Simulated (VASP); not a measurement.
# SiC (F-43m) in VASP: notebook

Runs on SiC. Level: LDA. Tasks: single point.

All numbers are computed with VASP 6.6.1; they aren't measurements. Logs are shortened: lines on timing, memory, paths and dates and some standing lists are left out, and cuts for length are marked.

## (1) The cell of the first run

The structure is cubic, space group F-43m (No. 216). Conventional cell: a = 4.300 Å, b = 4.300 Å, c = 4.300 Å, α = 90.00°, β = 90.00°, γ = 90.00°. Within 2.5 Å of Si (site symmetry -43m) lie 4 C at 1.86 Å. Within 2.5 Å of C (site symmetry -43m) lie 4 Si at 1.86 Å.

## (2) Single point, LDA (volume scaled by 0.98)

The input, INCAR:

```
SYSTEM = SiC
  PREC = Accurate
  ENCUT = 520
  EDIFF = 1E-6
  ISMEAR = 0
  SIGMA = 0.01
  LREAL = .False.
  LASPH = .True.
  NELM = 80
  ALGO = Normal
  ISIF = 2
  LWAVE = .False.
  LCHARG = .False.
  GGA = CA
  NBANDS = 11
```

The input, KPOINTS:

```
Automatic mesh
0
Gamma
  12 12 12
  0 0 0
```

The input, POSCAR:

```
SiC
1.0
    0.0000000000      2.1499625498      2.1499625498
    2.1499625498      0.0000000000      2.1499625498
    2.1499625498      2.1499625498      0.0000000000
Si C
1 1
Direct
    0.0000000000      0.0000000000      0.0000000000
    0.7500000000      0.7500000000      0.7500000000
```

Potentials or basis: VASP PAW LDA potentials, release 64 (Si, C).

Run with:

```
cat potpaw_LDA.64/Si/POTCAR potpaw_LDA.64/C/POTCAR > POTCAR
mpirun -np 1 vasp_std > vasp.out
```

OUTCAR:

```text
SYSTEM = SiC
   PREC = Accurate
   ENCUT = 520
   EDIFF = 1E-6
   ISMEAR = 0
   LREAL = .False.
   LASPH = .True.
   NELM = 80
   ISIF = 2
   GGA = CA

 ion  position               nearest neighbor table
   1  0.000  0.000  0.000-   2 1.86   2 1.86   2 1.86   2 1.86
   2  0.750  0.750  0.750-   1 1.86   1 1.86   1 1.86   1 1.86

  LATTYP: Found a face centered cubic cell.
 ALAT       =     4.2999250996

  Lattice vectors:

 A1 = (   0.0000000000,   2.1499625498,   2.1499625498)
 A2 = (   2.1499625498,   0.0000000000,   2.1499625498)
 A3 = (   2.1499625498,   2.1499625498,   0.0000000000)

Analysis of symmetry for initial positions (statically):
[... 5 lines left out ...]
 face centered cubic supercell.

 Subroutine GETGRP returns: Found 24 space group operations
 (whereof 24 operations were pure point group operations)
 out of a pool of 48 trial point group operations.

The static configuration has the point symmetry T_d .

Analysis of symmetry for dynamics (positions and initial velocities):
[... 5 lines left out ...]
 face centered cubic supercell.

 Subroutine GETGRP returns: Found 24 space group operations
 (whereof 24 operations were pure point group operations)
 out of a pool of 48 trial point group operations.

The dynamic configuration has the point symmetry T_d .

 Subroutine INISYM returns: Found 24 space group operations
 (whereof 24 operations are pure point group operations),
 and found     1 'primitive' translations

----------------------------------------------------------------------------------------

                                     Primitive cell

  volume of cell :      19.8757

  direct lattice vectors                    reciprocal lattice vectors
     0.000000000  2.149962550  2.149962550    -0.232562190  0.232562190  0.232562190
     2.149962550  0.000000000  2.149962550     0.232562190 -0.232562190  0.232562190
     2.149962550  2.149962550  0.000000000     0.232562190  0.232562190 -0.232562190

  length of vectors
     3.040506197  3.040506197  3.040506197     0.402809530  0.402809530  0.402809530

  position of ions in fractional coordinates (direct lattice)
     0.000000000  0.000000000  0.000000000
     0.750000000  0.750000000  0.750000000

  ion indices of the primitive-cell ions
   primitive index   ion index
                 1           1
                 2           2

----------------------------------------------------------------------------------------

 KPOINTS: Automatic mesh

Automatic generation of k-mesh.
 Grid dimensions read from file:
 generate k-points for:   12   12   12

 Generating k-lattice:

  Cartesian coordinates                     Fractional coordinates (reciprocal lattice)
    -0.019380183  0.019380183  0.019380183     0.083333333  0.000000000  0.000000000
     0.019380183 -0.019380183  0.019380183     0.000000000  0.083333333  0.000000000
     0.019380183  0.019380183 -0.019380183     0.000000000  0.000000000  0.083333333

  Length of vectors
     0.033567461  0.033567461  0.033567461

  Shift w.r.t. Gamma in fractional coordinates (k-lattice)
     0.000000000  0.000000000  0.000000000

 Subroutine IBZKPT returns following result:
 ===========================================

 Found     72 irreducible k-points:

 Following reciprocal coordinates:
            Coordinates               Weight
  0.000000  0.000000  0.000000      1.000000
  0.083333  0.000000  0.000000      8.000000
  0.166667  0.000000  0.000000      8.000000
  0.250000  0.000000  0.000000      8.000000
  0.333333  0.000000  0.000000      8.000000
  0.416667  0.000000  0.000000      8.000000
[... 16 lines left out ...]
  0.500000  0.166667  0.000000     24.000000
 -0.416667  0.166667  0.000000     24.000000
 [... further k-points ...]
   k-points           NKPTS =     72   k-points in BZ     NKDIM =     72   number of bands    NBANDS=     11
   number of dos      NEDOS =    301   number of ions     NIONS =      2
   total plane-waves  NPLWV =  13824
   dimension x,y,z NGX =    24 NGY =   24 NGZ =   24
   dimension x,y,z NGXF=    48 NGYF=   48 NGZF=   48
   ions per type =               1   1
   NGX,Y,Z   is equivalent  to a cutoff of  13.12, 13.12, 13.12 a.u.
   NGXF,Y,Z  is equivalent  to a cutoff of  26.24, 26.24, 26.24 a.u.
 SYSTEM =  SiC
   PREC   = accura    normal or accurate (medium, high low for compatibility)
   ISTART =      0    job   : 0-new  1-cont  2-samecut
   ICHARG =      2    charge: 1-file 2-atom 10-const
   ISPIN  =      1    spin polarized calculation?
   LNONCOLLINEAR =      F non collinear calculations
   LSORBIT =      F    spin-orbit coupling
   LASPH  =      T    aspherical Exc in radial PAW
   ENCUT  =  520.0 eV  38.22 Ry    6.18 a.u.   5.65  5.65  5.65*2*pi/ulx,y,z
   NELM   =     80;   NELMIN=  2; NELMDL= -5     # of ELM steps
   EDIFF  = 0.1E-05   stopping-criterion for ELM
   LREAL  =      F    real-space projection
   EDIFFG = 0.1E-04   stopping-criterion for IOM
   NSW    =      0    number of steps for IOM
   IBRION =     -1    ionic relax: 0-MD 1-quasi-New 2-CG
   NFREE  =      0    steps in history (QN), initial steepest desc. (CG)
   ISIF   =      2    stress and relaxation
   ISYM   =      2    0-nonsym 1-usesym 2-fastsym
   POTIM  = 0.5000    time-step for ionic-motion
   TEBEG  =    0.0;   TEEND  =   0.0 temperature during run
   PSTRESS=    0.0 pullay stress
   NELECT =       8.0000    total number of electrons
   NUPDOWN=      -1.0000    fix difference up-down
   EMIN   =  10.00;   EMAX   =-10.00  energy-range for DOS
   EFERMI =   0.00;   METHOD = LEGACY
   ISMEAR =     0;   SIGMA  =   0.01  broadening in eV -4-tet -1-fermi 0-gaus
   EFERMI_NEDOS =   21; number of points for ismear=-14 and -15
   IALGO  =     38    algorithm
   IMIX   =      4    mixing-type and parameters
     AMIX     =   0.40;   BMIX     =  1.00
     AMIX_MAG =   1.60;   BMIX_MAG =  1.00
  volume/ion in A,a.u.               =       9.94        67.06
  Fermi-wavevector in a.u.,A,eV,Ry     =   1.208734  2.284175 19.878615  1.461037
  Thomas-Fermi vector in A             =   2.344332
   LORBIT       =      0    0 simple, 1 ext, 2 COOP (PROOUT), +10 PAW based schemes
   GGA     = CA    functional components
   LHFCALC =     F    Hartree Fock is set to
   AEXX    =    0.0000 exact exchange contribution
   IVDW    =     0    specifies the selected vdW correction
   LEPSILON=     F    determine dielectric tensor
   LRPA    =     F    only Hartree local field effects (RPA)
 non-spin polarized calculation
 Gauss-broadening in eV      SIGMA  =   0.01
  energy-cutoff  :      520.00
  volume of cell :       19.88
 maximum number of plane-waves:       547
   NGX = 11   NGY = 11   NGZ = 11

 number of electron       7.9999999 magnetization

 Free energy of the ion-electron system (eV)
  ---------------------------------------------------
  ext. energy  EPLUGINS =         0.00000000
  ---------------------------------------------------
  free energy    TOTEN  =       -16.63542235 eV

  energy without entropy =      -16.63542235  energy(sigma->0) =      -16.63542235

 E-fermi :   8.6230     XC(G=0): -11.7288

 val. band max:        8.5257331195   @ k =   0.0000   0.0000   0.0000
 cond. band min:       9.7952145349   @ k =   0.5000   0.5000   0.0000
 fundamental gap:      1.2694814154
 Fermi energy:         8.6230432657

 k-point     1 :       0.0000    0.0000    0.0000
  band No.  band energies     occupation
      1      -7.1080      2.00000
      2       8.5257      2.00000
      3       8.5257      2.00000
      4       8.5257      2.00000
      5      15.2941      0.00000
      6      15.9990      0.00000
      7      15.9990      0.00000
      8      15.9990      0.00000
      9      23.2210      0.00000
     10      23.2210      0.00000
     11      25.3290      0.00000

 k-point     2 :       0.0833    0.0000    0.0000
  band No.  band energies     occupation
      1      -6.9673      2.00000
      2       7.8040      2.00000
      3       8.4296      2.00000
      4       8.4296      2.00000
      5      15.4392      0.00000
      6      16.1785      0.00000
      7      16.1785      0.00000
      8      16.2245      0.00000
      9      22.4373      0.00000
     10      22.4373      0.00000
     11      25.0841      0.00000

 k-point     3 :       0.1667    0.0000    0.0000
  band No.  band energies     occupation
      1      -6.5492      2.00000
      2       6.1458      2.00000
      3       8.1919      2.00000
      4       8.1919      2.00000
      5      15.1925      0.00000
      6      16.5205      0.00000
      7      16.5205      0.00000
      8      17.1920      0.00000
      9      21.6198      0.00000
     10      21.6198      0.00000
     11      24.3295      0.00000

 k-point     4 :       0.2500    0.0000    0.0000
  band No.  band energies     occupation
      1      -5.8672      2.00000
      2       4.1839      2.00000
      3       7.9128      2.00000
      4       7.9128      2.00000
      5      14.8250      0.00000
      6      16.5753      0.00000
      7      16.5753      0.00000
      8      18.1410      0.00000
      9      21.7837      0.00000
     10      21.7837      0.00000
     11      23.8444      0.00000
[... 239 lines left out ...]
 k-point    22 :       0.4167    0.1667    0.0000
  band No.  band energies     occupation
      1      -4.1564      2.00000
      2       1.9735      2.00000
      3       6.1871      2.00000
      4       6.6499      2.00000
      5      13.3437      0.00000
      6      16.6269      0.00000
      7      17.9649      0.00000
      8      18.2741      0.00000
      9      22.1981      0.00000
     10      26.0764      0.00000
     11      26.7095      0.00000

 k-point    23 :       0.5000    0.1667    0.0000
  band No.  band energies     occupation
      1      -3.2079      2.00000
      2       0.5698      2.00000
      3       5.7155      2.00000
      4       6.7366      2.00000
      5      13.3950      0.00000
      6      16.5805      0.00000
      7      17.5050      0.00000
      8      19.4135      0.00000
      9      22.6667      0.00000
     10      26.0784      0.00000
     11      27.0109      0.00000

 k-point    24 :      -0.4167    0.1667    0.0000
  band No.  band energies     occupation
      1      -3.0055      2.00000
      2       0.3065      2.00000
      3       5.3885      2.00000
      4       6.9856      2.00000
      5      13.7138      0.00000
      6      16.4988      0.00000
      7      17.1746      0.00000
      8      19.9446      0.00000
      9      23.4162      0.00000
     10      24.1474      0.00000
     11      26.9940      0.00000

 [... further k-points ...]
[... 5 lines left out ...]
  --------------------------------------------------------------------------------------
  -------------------------------------------------------------------------------------
  Total        0.6511836      0.6511836      0.6511836     -0.0000000     -0.0000000      0.0000000
  in kB       52.4917866     52.4917866     52.4917866     -0.0000000     -0.0000000      0.0000000
  external PRESSURE =      52.4917866 kB  Pullay stress =       0.0000000 kB

 VOLUME and BASIS-vectors are now :
 -----------------------------------------------------------------------------
  energy-cutoff  :      520.00
  volume of cell :       19.88
      direct lattice vectors                 reciprocal lattice vectors
     0.000000000  2.149962550  2.149962550    -0.232562190  0.232562190  0.232562190
     2.149962550  0.000000000  2.149962550     0.232562190 -0.232562190  0.232562190
     2.149962550  2.149962550  0.000000000     0.232562190  0.232562190 -0.232562190

 POSITION                                       TOTAL-FORCE (eV/Angst)
 -----------------------------------------------------------------------------------
      0.00000      0.00000      0.00000        -0.000000      0.000000     -0.000000
      3.22494      3.22494      3.22494         0.000000     -0.000000      0.000000
 -----------------------------------------------------------------------------------
    total drift:                               -0.000000     -0.000000     -0.000000

  FREE ENERGIE OF THE ION-ELECTRON SYSTEM (eV)
  ---------------------------------------------------
  free  energy   TOTEN  =       -16.6354223489 eV

  energy  without entropy=      -16.6354223489  energy(sigma->0) =      -16.63542235
```

Wall time 7.8 s (1 thread of Intel Xeon Platinum 8259CL at 2.50GHz (Skylake/Cascade Lake), shared host); peak memory 0.13 GiB.

Results:

```
Free energy            : -16.6354 eV
Pressure               : 5.2 GPa
Band gap on the k mesh : 1.27 eV, indirect (least direct gap 4.54 eV)
```

Levels at points of the mesh, in eV from the valence-band top:
```csv
k point,band 1,band 2,band 3,band 4,band 5,band 6,band 7,band 8,band 9
"(0.00, 0.00, 0.00)",-15.63,0.00,0.00,0.00,6.77,7.47,7.47,7.47,14.70
"(0.50, 0.00, 0.00)",-11.86,-8.78,-1.06,-1.06,5.76,7.29,7.29,10.15,16.43
"(0.50, 0.50, 0.00)",-10.34,-7.94,-3.27,-3.27,1.27,4.33,14.30,14.30,15.10
```

[end of part 1 of 2]
